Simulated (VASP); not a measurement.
Wanted: the native input for a VASP 6.6.1 run.

```
Task                   : single point
Functional             : r2SCAN
Potentials or basis    : VASP PAW PBE potentials, release 64 (Co)
Cutoff                 : 520 eV
k mesh                 : 21 × 21 × 6
Occupations            : gaussian, width 0.1 eV
Spin                   : collinear spin, ferromagnetic start
Starting moments       : [2.13, 2.16, 2.13, 2.16] μB
Dipole correction      : no
Further INCAR settings : ALGO = Normal; EDIFF = 1e-06; NBANDS = 30
```

Crystal: Co.

```
Co
1.0
     2.47207    0.00000    0.00000
    -1.23603    2.14087    0.00000
     0.00000    0.00000    8.07629
Co
4
Cartesian
  0.0000 0.0000 0.0000
  0.0000 1.4272 2.0191
  0.0000 0.0000 4.0381
  1.2360 0.7136 6.0572
```

These files were run (other wordings do the same):

POSCAR

```
Co
1.0
    2.4720663246      0.0000000000      0.0000000000
   -1.2360331623      2.1408722369      0.0000000000
    0.0000000000      0.0000000000      8.0762940695
Co
4
Direct
    0.0000000000      0.0000000000      0.0000000000
    0.3333333333      0.6666666667      0.2500000000
    0.0000000000      0.0000000000      0.5000000000
    0.6666666667      0.3333333333      0.7500000000
```

INCAR.step1

```
ALGO = Normal ; EDIFF = 1E-4
ENCUT = 520 ; GGA = PE
ISMEAR = 0 ; ISPIN = 2
LASPH = T ; LCHARG = F
LMAXMIX = 4 ; LREAL = F
LWAVE = T ; MAGMOM = 2.13 2.16 2.13 2.16
NBANDS = 30 ; NELM = 150
PREC = Accurate ; SIGMA = 0.1
```

INCAR.step2

```
ALGO = Normal ; EDIFF = 1E-6
ENCUT = 520 ; ISIF = 2
ISMEAR = 0 ; ISPIN = 2
ISTART = 1 ; LASPH = T
LCHARG = F ; LMAXMIX = 4
LMIXTAU = T ; LORBIT = 11
LREAL = F ; LWAVE = F
MAGMOM = 2.13 2.16 2.13 2.16 ; METAGGA = R2SCAN
NBANDS = 30 ; NELM = 150
PREC = Accurate ; SIGMA = 0.1
```

KPOINTS

```
k-points
0
Gamma
  21 21 6
```

Potentials or basis: VASP PAW PBE potentials, release 64 (Co).

Launch:

```sh
$ cat potpaw_PBE.64/Co/POTCAR > POTCAR
$ cp INCAR.step1 INCAR
$ mpirun -np 1 vasp_std > vasp.out
$ cp INCAR.step2 INCAR
$ mpirun -np 1 vasp_std > vasp.out
```

It gave:

- Pressure: -0.1 GPa
- Net moment: 7.08 μB per cell
- Site moments: Co +1.81, +1.84 (each value once) μB
- Valence electrons inside the program's atomic spheres: Co 8.33, 8.32 (each value once)

Caveat: the PAW data sets were made with another functional, which shifts forces and pressure a little.

Wall time 56 min on 1 thread of Oxide Virtual Turin-like Processor, on a shared host, peak memory 0.39 GiB.
